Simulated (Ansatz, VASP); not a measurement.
# CsPbCl3 in VASP and in Ansatz

```
CELL_PARAMETERS angstrom
5.67673 0.00000 0.00000
0.00000 5.67673 0.00000
0.00000 0.00000 5.67673
ATOMIC_POSITIONS crystal
Cs 0.00000 0.00000 0.00000
Pb 0.50000 0.50000 0.50000
Cl 0.50000 0.50000 0.00000
Cl 0.00000 0.50000 0.50000
Cl 0.50000 0.00000 0.50000
```

Alike in both runs: task single point; functional PBE; k mesh 4 × 4 × 4; non-collinear spin, spin-orbit coupling.

|  | VASP | Ansatz |
| --- | --- | --- |
| version | VASP 6.6.1 | Ansatz 0.2.0 |
| potentials or method | VASP PAW PBE potentials, release 64 (Cs_sv, Pb_d, Cl) | plane waves, PAW |
| plane-wave cutoff (eV) | 520 | 420 |
| occupations | gaussian, width 0.01 eV | fixed |
| valence electrons in the cell | 44 | 44 |

```csv
,VASP,Ansatz,Ansatz less VASP
pressure (GPa),0.7,0.7,+0.03
```
